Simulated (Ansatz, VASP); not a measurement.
## MoS2 in VASP and in Ansatz

The input POSCAR:

```
MoS2
1.0
    3.2274645616      0.0000000000      0.0000000000
   -1.6137322808      2.7950663001      0.0000000000
    0.0000000000      0.0000000000      6.3124734200
Mo S
1 2
Direct
    0.0000000000      0.0000000000      0.5000000000
    0.6666666667      0.3333333333      0.7446806800
    0.3333333333      0.6666666667      0.2553193200
```

File INCAR.step1:

```
PREC = Accurate
ENCUT = 520
EDIFF = 1E-5
ISMEAR = -1
SIGMA = 0.05
LREAL = False
LASPH = True
NELM = 80
ALGO = Normal
ISIF = 2
LWAVE = True
LCHARG = False
GGA = PE
NBANDS = 20
```

Contents of INCAR.step2:

```
PREC = Accurate
ENCUT = 520
EDIFF = 1E-7
ISMEAR = -1
SIGMA = 0.05
LREAL = False
LASPH = True
NELM = 80
ALGO = Normal
ISIF = 2
LWAVE = False
LCHARG = False
GGA = PE
LHFCALC = True
AEXX = 0.4
HFSCREEN = 0.2
PRECFOCK = Normal
ISTART = 1
NBANDS = 20
```

Contents of KPOINTS:

```
Automatic mesh
0
Gamma
  5 5 2
```

input.yaml

```yaml
crystal:
  lattice:
    - [3.2274645616, 0.0, 0.0]
    - [-1.6137322808, 2.7950663001, 0.0]
    - [0.0, 0.0, 6.31247342]
  atoms:
    - { symbol: Mo, position: [0.0, 0.0, 0.5] }
    - { symbol: S, position: [0.6666666667, 0.3333333333, 0.74468068] }
    - { symbol: S, position: [0.3333333333, 0.6666666667, 0.25531932] }
hamiltonian:
  xc: { exchange: pbe, correlation: pbe, exx: { coeff: 0.4, omega: 0.2 } }
  pseudopotentials: { kind: paw }
kpoints:
  mp_grid: { grid: [5, 5, 2] }
scf:
  occupations: { method: fermi_dirac, width: 0.05 }
output:
  forces: true
  stress: true
  eigenvalues: true
  write_density: true
  write_potential: true
  elf: true
  volumetric_format: npy
```

Alike in both runs: task single point; functional PBE-based screened hybrid; k mesh 5 × 5 × 2; occupations fermi-dirac, width 0.05 eV; no spin polarisation.

|  | VASP | Ansatz |
| --- | --- | --- |
| version | VASP 6.6.1 | Ansatz 0.2.0 |
| potentials or method | VASP PAW PBE potentials, release 64 (Mo_sv, S) | Ansatz PAW |
| plane-wave cutoff (eV) | 520 | 420 |
| valence electrons in the cell | 26 | 26 |

Ansatz gave:

| Item | Value |
| --- | --- |
| gap on the k mesh at the Fermi level (eV) | none |
| pressure (GPa) | -5.7 |
| traceless stress, the component that is largest in VASP (GPa) | 0.60 |
| rms of the force components (eV/Å) | 0.287 |

Question: What did VASP give for the same quantities?

Answer: gap on the k mesh at the Fermi level (eV): none; pressure (GPa): -5.9; traceless stress, the component that is largest in VASP (GPa): 0.52; rms of the force components (eV/Å): 0.301.

VASP's potentials were made for PBE, not for PBE-based screened hybrid. Atom by atom the forces differ by 0.014 eV/Å (rms over components). A gap of «none» marks a metal or a gap that the smearing closes.

The k mesh is coarse, so the values compare programs but aren't converged.
